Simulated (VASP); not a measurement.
Set up this calculation in VASP 6.6.1, as the native input.

| Quantity | Value |
| --- | --- |
| Task | single point |
| Functional | PBEsol |
| Potentials or basis | VASP PAW PBE potentials, release 64 (Mg) |
| Cutoff | 520 eV |
| k mesh | 16 × 16 × 16 |
| Occupations | fermi-dirac, width 0.05 eV |
| Spin | no spin polarisation |
| Dipole correction | no |
| Further INCAR settings | ALGO = Normal; EDIFF = 1e-06; NBANDS = 7 |

The structure of Mg lies in POSCAR:

```
Mg
1.0
   -1.4565448511      1.4565448511      1.4565448511
    1.4565448511     -1.4565448511      1.4565448511
    1.4565448511      1.4565448511     -1.4565448511
Mg
1
Direct
    0.0000000000      0.0000000000      0.0000000000
```

This cell differs from its parent crystal: volume scaled by 0.96.

These files were run (other wordings do the same):

INCAR

```
PREC = Accurate
ENCUT = 520
EDIFF = 1E-6
ISMEAR = -1
SIGMA = 0.05
LREAL = False
LASPH = True
NELM = 100
ALGO = Normal
ISIF = 2
LWAVE = False
LCHARG = True
GGA = PS
LELF = True
LVHAR = True
NBANDS = 7
```

KPOINTS

```
regular mesh
0
Gamma
  16 16 16
```

Potentials or basis: VASP PAW PBE potentials, release 64 (Mg).

The run is started by

```sh
$ cat potpaw_PBE.64/Mg/POTCAR > POTCAR
$ mpirun -np 1 vasp_std > vasp.out
```

Results of the run:

- Pressure: 71.4 GPa
- Band gap on the k mesh: zero (band 1 reaches 10.72 eV, above the bottom of band 2 at 5.91 eV)

Caveat: the PAW data sets were made with another functional, which shifts forces and pressure a little.

Run time: 7.6 s on 1 thread of Intel Xeon 6975P-C (shared host), peak memory 0.13 GiB.
